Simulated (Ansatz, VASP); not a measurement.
# Pb in VASP and in Ansatz

Contents of INCAR:

```
SYSTEM = Pb
ALGO = Normal
EDIFF = 1E-7
ENCUT = 520
GGA = PS
ISIF = 2
ISMEAR = 0
LASPH = .TRUE.
LCHARG = .FALSE.
LREAL = .FALSE.
LWAVE = .FALSE.
NBANDS = 13
NELM = 80
PREC = Accurate
SIGMA = 0.1
```

File KPOINTS:

```
k-points
0
G
  14 14 14
  0 0 0
```

File POSCAR:

```
Pb
1.0
    0.0000000000      2.4781479240      2.2558659240
    2.4781479240      0.0000000000      2.2558659240
    2.4781479240      2.4781479240      0.0000000000
Pb
1
Direct
    0.0000000000      0.0000000000      0.0000000000
```

Input for Ansatz:

```yaml
crystal:
  lattice:
    - [0.0, 2.478147924, 2.255865924]
    - [2.478147924, 0.0, 2.255865924]
    - [2.478147924, 2.478147924, 0.0]
  atoms:
    - { symbol: Pb, position: [0.0, 0.0, 0.0] }
basis:
  ecutwfc: 420
kpoints:
  mp_grid: { grid: [14, 14, 14] }
hamiltonian:
  xc: pbesol
scf:
  occupations: { method: gaussian, width: 0.1 }
output:
  forces: true
  stress: true
  eigenvalues: true
```

Alike in both runs: task single point; functional PBEsol; k mesh 14 × 14 × 14; occupations gaussian, width 0.1 eV; no spin polarisation.

|  | VASP | Ansatz |
| --- | --- | --- |
| version | VASP 6.6.1 | Ansatz 0.2.0 |
| potentials or method | VASP PAW PBE potentials, release 64 (Pb_d), cutoff 520 eV | scalar-relativistic, plane waves, PAW |
| valence electrons in the cell | 14 | 14 |

```tsv
	VASP	Ansatz	Ansatz less VASP
gap on the k mesh at the Fermi level (eV)	none	none	-
pressure (GPa)	4.4	4.5	+0.08
traceless stress, the component that is largest in VASP (GPa)	0.27	0.27	-0.007
```

VASP's potentials were made for PBE, not for PBEsol. A gap of «none» marks a metal or a gap that the smearing closes.

Spin-orbit coupling is off throughout.
